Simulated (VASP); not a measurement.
Here is a VASP 6.6.1 calculation.

The input INCAR:

```
ALGO = Normal ; EDIFF = 1E-7
ENCUT = 520 ; GGA = PE
ISIF = 2 ; ISMEAR = -1
LASPH = True ; LCHARG = False
LREAL = False ; LWAVE = False
NBANDS = 21 ; NELM = 100
PREC = Accurate ; SIGMA = 0.02
```

Contents of KPOINTS:

```
k-points
0
Gamma
  6 6 4
```

File POSCAR:

```
BeGeSb2
1.0
    4.1745184532      0.0000000000      0.0000000000
    0.0000000000      4.1745184532      0.0000000000
    0.0000000000      0.0000000000      5.8346868267
Be Sb Ge
1 2 1
Direct
    0.0000000000      0.0000000000      0.0000000000
    0.0000000000      0.5000000000      0.2194401827
    0.5000000000      0.0000000000      0.7805598173
    0.5000000000      0.5000000000      0.5000000000
```

Potentials or basis: VASP PAW PBE potentials, release 64 (Be, Sb, Ge_d).

Command:

```bash
$ cat potpaw_PBE.64/Be/POTCAR potpaw_PBE.64/Sb/POTCAR potpaw_PBE.64/Ge_d/POTCAR > POTCAR
$ mpirun -np 1 vasp_std > vasp.out
```

(1) Estimate the band gap on the k mesh.

(2) What does it give for the largest force?

## Answers

(1) zero (band 13 reaches 5.41 eV, above the bottom of band 14 at 4.88 eV).

(2) 0.230 eV/Å.

Caveat: spin-orbit coupling is left out, which moves the levels of the heavy elements.
